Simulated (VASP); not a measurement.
# VSi (zincblende type) (F-43m) in VASP: notebook

Runs on VSi (zincblende type). Level: PBE. Tasks: single point.

Everything below comes from runs of VASP 6.6.1. Logs are shortened: lines on timing, memory, paths and dates and some standing lists are left out, and cuts for length are marked.

## (1) The cell of the first run

The structure is cubic, space group F-43m (No. 216). The conventional cell has a = 5.584 Å, b = 5.584 Å, c = 5.584 Å, α = 90.00°, β = 90.00°, γ = 90.00°. V (site symmetry -43m) has 4 Si at 2.42 Å within 3.2 Å. Si (site symmetry -43m) has 4 V at 2.42 Å within 3.2 Å.

## (2) Single point, PBE, collinear spin, ferromagnetic start (21.76 Å³/atom)

Contents of INCAR:

```
PREC     = Accurate       # precision mode
ENCUT    = 500            # plane-wave cutoff, eV
EDIFF    = 1E-6           # SCF threshold, eV
ISMEAR   = -1             # smearing method
SIGMA    = 0.05           # smearing width, eV
LREAL    = False          # projectors in reciprocal space
LASPH    = True           # aspherical terms in the spheres
NELM     = 200            # most SCF steps
ALGO     = Normal         # electronic algorithm
ISIF     = 2              # what is computed and relaxed
LWAVE    = False          # write WAVECAR
LCHARG   = False          # write CHGCAR
ISPIN    = 2              # spin polarisation
MAGMOM   = 1.5 0          # initial moments
LORBIT   = 11             # projections on sites
LMAXMIX  = 4              # l up to which the mixer works
GGA      = PE             # functional
NBANDS   = 20             # bands
GGA_COMPAT= False
```

Contents of KPOINTS:

```
Automatic mesh
0
Gamma
  11 11 11
```

Contents of POSCAR:

```
VSi
1.0
    0.0000000000      2.7919407143      2.7919407143
    2.7919407143      0.0000000000      2.7919407143
    2.7919407143      2.7919407143      0.0000000000
V Si
1 1
Direct
    0.0000000000      0.0000000000      0.0000000000
    0.2500000000      0.2500000000      0.2500000000
```

Potentials or basis: VASP PAW PBE potentials, release 64 (V_sv, Si).

Run with:

```console
> cat potpaw_PBE.64/V_sv/POTCAR potpaw_PBE.64/Si/POTCAR > POTCAR
> mpirun -np 1 vasp_std > vasp.out
```

OUTCAR:

```text
PREC = Accurate
   ENCUT = 500
   EDIFF = 1E-6
   ISMEAR = -1
   LREAL = False
   LASPH = True
   NELM = 200
   ISIF = 2
   ISPIN = 2
   LORBIT = 11
   GGA = PE

 ion  position               nearest neighbor table
   1  0.000  0.000  0.000-   2 2.42   2 2.42   2 2.42   2 2.42
   2  0.250  0.250  0.250-   1 2.42   1 2.42   1 2.42   1 2.42

  LATTYP: Found a face centered cubic cell.
 ALAT       =     5.5838814286

  Lattice vectors:

 A1 = (   0.0000000000,   2.7919407143,   2.7919407143)
 A2 = (   2.7919407143,   0.0000000000,   2.7919407143)
 A3 = (   2.7919407143,   2.7919407143,   0.0000000000)

Analysis of symmetry for initial positions (statically):
=====================================================================
 Subroutine PRICEL returns:
 Original cell was already a primitive cell.

 Routine SETGRP: Setting up the symmetry group for a
 face centered cubic supercell.

 Subroutine GETGRP returns: Found 24 space group operations
 (whereof 24 operations were pure point group operations)
 out of a pool of 48 trial point group operations.

The static configuration has the point symmetry T_d .

Analysis of symmetry for dynamics (positions and initial velocities):
=====================================================================
 Subroutine PRICEL returns:
 Original cell was already a primitive cell.

 Routine SETGRP: Setting up the symmetry group for a
 face centered cubic supercell.

 Subroutine GETGRP returns: Found 24 space group operations
 (whereof 24 operations were pure point group operations)
 out of a pool of 48 trial point group operations.

The dynamic configuration has the point symmetry T_d .

Analysis of structural, dynamic, and magnetic symmetry:
=====================================================================
 Subroutine PRICEL returns:
 Original cell was already a primitive cell.

 Routine SETGRP: Setting up the symmetry group for a
 face centered cubic supercell.

 Subroutine GETGRP returns: Found 24 space group operations
 (whereof 24 operations were pure point group operations)
 out of a pool of 48 trial point group operations.

The overall configuration has the point symmetry T_d .

 Subroutine INISYM returns: Found 24 space group operations
 (whereof 24 operations are pure point group operations),
 and found     1 'primitive' translations

----------------------------------------------------------------------------------------

                                     Primitive cell

  volume of cell :      43.5260

  direct lattice vectors                    reciprocal lattice vectors
     0.000000000  2.791940714  2.791940714    -0.179086897  0.179086897  0.179086897
     2.791940714  0.000000000  2.791940714     0.179086897 -0.179086897  0.179086897
     2.791940714  2.791940714  0.000000000     0.179086897  0.179086897 -0.179086897

  length of vectors
     3.948400424  3.948400424  3.948400424     0.310187605  0.310187605  0.310187605

  position of ions in fractional coordinates (direct lattice)
     0.000000000  0.000000000  0.000000000
     0.250000000  0.250000000  0.250000000

  ion indices of the primitive-cell ions
   primitive index   ion index
                 1           1
                 2           2

----------------------------------------------------------------------------------------

 KPOINTS: Automatic mesh

Automatic generation of k-mesh.
 Grid dimensions read from file:
 generate k-points for:   11   11   11

 Generating k-lattice:

  Cartesian coordinates                     Fractional coordinates (reciprocal lattice)
    -0.016280627  0.016280627  0.016280627     0.090909091  0.000000000  0.000000000
     0.016280627 -0.016280627  0.016280627     0.000000000  0.090909091  0.000000000
     0.016280627  0.016280627 -0.016280627     0.000000000  0.000000000  0.090909091

  Length of vectors
     0.028198873  0.028198873  0.028198873

  Shift w.r.t. Gamma in fractional coordinates (k-lattice)
     0.000000000  0.000000000  0.000000000

 Subroutine IBZKPT returns following result:
 ===========================================

 Found     56 irreducible k-points:

 Following reciprocal coordinates:
            Coordinates               Weight
  0.000000  0.000000  0.000000      1.000000
  0.090909  0.000000  0.000000      8.000000
  0.181818  0.000000  0.000000      8.000000
  0.272727  0.000000  0.000000      8.000000
  0.363636  0.000000  0.000000      8.000000
  0.454545  0.000000  0.000000      8.000000
[... 16 lines left out ...]
 -0.272727  0.181818  0.000000     24.000000
 -0.181818  0.181818  0.000000     12.000000
 [... further k-points ...]
   k-points           NKPTS =     56   k-points in BZ     NKDIM =     56   number of bands    NBANDS=     20
   number of dos      NEDOS =    301   number of ions     NIONS =      2
   total plane-waves  NPLWV =  27000
   dimension x,y,z NGX =    30 NGY =   30 NGZ =   30
   dimension x,y,z NGXF=    60 NGYF=   60 NGZF=   60
   ions per type =               1   1
   NGX,Y,Z   is equivalent  to a cutoff of  12.63, 12.63, 12.63 a.u.
   NGXF,Y,Z  is equivalent  to a cutoff of  25.26, 25.26, 25.26 a.u.
 SYSTEM =  unknown system
   PREC   = accura    normal or accurate (medium, high low for compatibility)
   ISTART =      0    job   : 0-new  1-cont  2-samecut
   ICHARG =      2    charge: 1-file 2-atom 10-const
   ISPIN  =      2    spin polarized calculation?
   LNONCOLLINEAR =      F non collinear calculations
   LSORBIT =      F    spin-orbit coupling
   LASPH  =      T    aspherical Exc in radial PAW
   ENCUT  =  500.0 eV  36.75 Ry    6.06 a.u.   7.20  7.20  7.20*2*pi/ulx,y,z
   NELM   =    200;   NELMIN=  2; NELMDL= -5     # of ELM steps
   EDIFF  = 0.1E-05   stopping-criterion for ELM
   LREAL  =      F    real-space projection
   EDIFFG = 0.1E-04   stopping-criterion for IOM
   NSW    =      0    number of steps for IOM
   IBRION =     -1    ionic relax: 0-MD 1-quasi-New 2-CG
   NFREE  =      0    steps in history (QN), initial steepest desc. (CG)
   ISIF   =      2    stress and relaxation
   ISYM   =      2    0-nonsym 1-usesym 2-fastsym
   POTIM  = 0.5000    time-step for ionic-motion
   TEBEG  =    0.0;   TEEND  =   0.0 temperature during run
   PSTRESS=    0.0 pullay stress
   NELECT =      17.0000    total number of electrons
   NUPDOWN=      -1.0000    fix difference up-down
   EMIN   =  10.00;   EMAX   =-10.00  energy-range for DOS
   EFERMI =   0.00;   METHOD = LEGACY
   ISMEAR =    -1;   SIGMA  =   0.05  broadening in eV -4-tet -1-fermi 0-gaus
   EFERMI_NEDOS =   21; number of points for ismear=-14 and -15
   IALGO  =     38    algorithm
   IMIX   =      4    mixing-type and parameters
     AMIX     =   0.40;   BMIX     =  1.00
     AMIX_MAG =   1.60;   BMIX_MAG =  1.00
  volume/ion in A,a.u.               =      21.76       146.86
  Fermi-wavevector in a.u.,A,eV,Ry     =   1.196671  2.261381 19.483851  1.432023
  Thomas-Fermi vector in A             =   2.332606
   LORBIT       =     11    0 simple, 1 ext, 2 COOP (PROOUT), +10 PAW based schemes
   GGA     = PE    functional components
   LHFCALC =     F    Hartree Fock is set to
   AEXX    =    0.0000 exact exchange contribution
   IVDW    =     0    specifies the selected vdW correction
   LEPSILON=     F    determine dielectric tensor
   LRPA    =     F    only Hartree local field effects (RPA)
 spin polarized calculation
  energy-cutoff  :      500.00
  volume of cell :       43.53
 maximum number of plane-waves:      1123
 NGX is ok and might be reduce to    30
   NGX = 15   NGY = 15   NGZ = 15

 number of electron      17.0000000 magnetization       0.7091907

 Free energy of the ion-electron system (eV)
  ---------------------------------------------------
  ext. energy  EPLUGINS =         0.00000000
  ---------------------------------------------------
  free energy    TOTEN  =       -12.40024609 eV

  energy without entropy =      -12.37806968  energy(sigma->0) =      -12.38915788

 E-fermi :   4.5202     XC(G=0):  -9.6705

 val. band max:        4.5066107851   @ k =   0.1818   0.0000   0.0000
 cond. band min:       4.5247851201   @ k =   0.0909   0.0000   0.0000
 fundamental gap:      0.0181743351
 Fermi energy:         4.5201963183

 spin component 1

 k-point     1 :       0.0000    0.0000    0.0000
  band No.  band energies     occupation
      1     -59.9780      1.00000
      2     -33.8290      1.00000
      3     -33.8290      1.00000
      4     -33.8290      1.00000
      5      -3.9864      1.00000
      6       2.9258      1.00000
[... 12 lines left out ...]
     19      17.0431      0.00000
     20      17.6547      0.00000
[... 507 lines left out ...]
 k-point    24 :      -0.1818    0.1818    0.0000
  band No.  band energies     occupation
      1     -59.9775      1.00000
      2     -33.8375      1.00000
      3     -33.8328      1.00000
      4     -33.8304      1.00000
      5      -3.0259      1.00000
      6       2.2446      1.00000
[... 12 lines left out ...]
     19      17.9073      0.00000
     20      18.9795      0.00000

 [... further k-points ...]

 spin component 2

 k-point     1 :       0.0000    0.0000    0.0000
  band No.  band energies     occupation
      1     -59.2740      1.00000
      2     -33.1310      1.00000
      3     -33.1310      1.00000
      4     -33.1310      1.00000
      5      -3.9663      1.00000
      6       3.2298      1.00000
[... 12 lines left out ...]
     19      17.1787      0.00000
     20      17.6762      0.00000
[... 507 lines left out ...]
 k-point    24 :      -0.1818    0.1818    0.0000
  band No.  band energies     occupation
      1     -59.2734      1.00000
      2     -33.1400      1.00000
      3     -33.1349      1.00000
      4     -33.1325      1.00000
      5      -3.0208      1.00000
      6       2.4503      1.00000
[... 12 lines left out ...]
     19      17.9586      0.00000
     20      19.1094      0.00000

 [... further k-points ...]

------------------------ aborting loop because EDIFF is reached ----------------------------------------

  FORCE on cell =-STRESS in cart. coord.  units (eV):
  Direction    XX          YY          ZZ          XY          YZ          ZX
  --------------------------------------------------------------------------------------
  -------------------------------------------------------------------------------------
  Total       -0.4935580     -0.4935580     -0.4935580      0.0000000      0.0000000      0.0000000
  in kB      -18.1677111    -18.1677111    -18.1677111      0.0000000      0.0000000      0.0000000
  external PRESSURE =     -18.1677111 kB  Pullay stress =       0.0000000 kB

 VOLUME and BASIS-vectors are now :
 -----------------------------------------------------------------------------
  energy-cutoff  :      500.00
  volume of cell :       43.53
      direct lattice vectors                 reciprocal lattice vectors
     0.000000000  2.791940714  2.791940714    -0.179086897  0.179086897  0.179086897
     2.791940714  0.000000000  2.791940714     0.179086897 -0.179086897  0.179086897
     2.791940714  2.791940714  0.000000000     0.179086897  0.179086897 -0.179086897

 POSITION                                       TOTAL-FORCE (eV/Angst)
 -----------------------------------------------------------------------------------
      0.00000      0.00000      0.00000         0.000000      0.000000      0.000000
      1.39597      1.39597      1.39597        -0.000000     -0.000000     -0.000000
 -----------------------------------------------------------------------------------
    total drift:                                0.000000      0.000000      0.000000

  FREE ENERGIE OF THE ION-ELECTRON SYSTEM (eV)
  ---------------------------------------------------
  free  energy   TOTEN  =       -12.4002460911 eV

  energy  without entropy=      -12.3780696785  energy(sigma->0) =      -12.38915788

 total charge

# of ion       s       p       d       tot
------------------------------------------
    1        2.267   6.135   3.036  11.437
    2        0.819   0.937   0.000   1.756
--------------------------------------------------
tot          3.085   7.072   3.036  13.194

 magnetization (x)

# of ion       s       p       d       tot
------------------------------------------
    1        0.007  -0.002   0.695   0.700
    2       -0.010  -0.051   0.000  -0.060
--------------------------------------------------
tot         -0.003  -0.053   0.695   0.640
```

It took 3.4 min on 1 thread of Intel Xeon 8259CL, shared host; peak memory 0.23 GiB.

What came out:

* Free energy: -12.4002 eV
* Pressure: -1.8 GPa
* Net moment: 0.71 μB per cell
* Site moments: V +0.70; Si -0.06 μB
* Valence electrons inside the program's atomic spheres: V 11.44; Si 1.76

## (3) Single point, PBE, collinear spin, ferromagnetic start (22.40 Å³/atom)

This run uses another cell than the first one, of 22.40 Å³/atom.

Contents of INCAR:

```
SYSTEM = VSi
ALGO = Normal
EDIFF = 1E-6
ENCUT = 500
GGA = PE
GGA_COMPAT = .False.
ISIF = 2
ISMEAR = -1
ISPIN = 2
LASPH = .True.
LCHARG = .False.
LMAXMIX = 4
LORBIT = 11
LREAL = .False.
LWAVE = .False.
MAGMOM = 1.5 0
NBANDS = 20
NELM = 200
PREC = Accurate
SIGMA = 0.05
```

Contents of KPOINTS:

```
k-points
0
Gamma
  11 11 11
  0 0 0
```

Contents of POSCAR:

```
VSi
1.0
    0.0000000000      2.8187879450      2.8187879450
    2.8187879450      0.0000000000      2.8187879450
    2.8187879450      2.8187879450      0.0000000000
V Si
1 1
Direct
    0.0000000000      0.0000000000      0.0000000000
    0.2500000000      0.2500000000      0.2500000000
```

Potentials or basis: VASP PAW PBE potentials, release 64 (V_sv, Si).

Run with:

```console
> cat potpaw_PBE.64/V_sv/POTCAR potpaw_PBE.64/Si/POTCAR > POTCAR
> mpirun -np 1 vasp_std > vasp.out
```

It took 2.7 min on 1 thread of Intel Xeon 8259CL, shared host; peak memory 0.23 GiB.

Results (log left out):

* Free energy: -12.3803 eV
* Pressure: -3.4 GPa
* Net moment: 0.85 μB per cell
* Site moments: V +0.85; Si -0.08 μB
* Valence electrons inside the program's atomic spheres: V 11.41; Si 1.74

Levels at points of the mesh, in eV from the Fermi level:
Spin up:
| k point | band 6 | band 7 | band 8 | band 9 | band 10 | band 11 | band 12 | band 13 |
| --- | --- | --- | --- | --- | --- | --- | --- | --- |
| (0.00, 0.00, 0.00) | -1.57 | -1.57 | -1.57 | -0.02 | -0.02 | 5.81 | 5.81 | 5.81 |
Spin down:
```
           k point  band 6  band 7  band 8  band 9  band 10  band 11
(0.00, 0.00, 0.00)   -1.19   -1.19   -1.19    0.85     0.85     6.01
```

Caveat: the cell stands under tension.
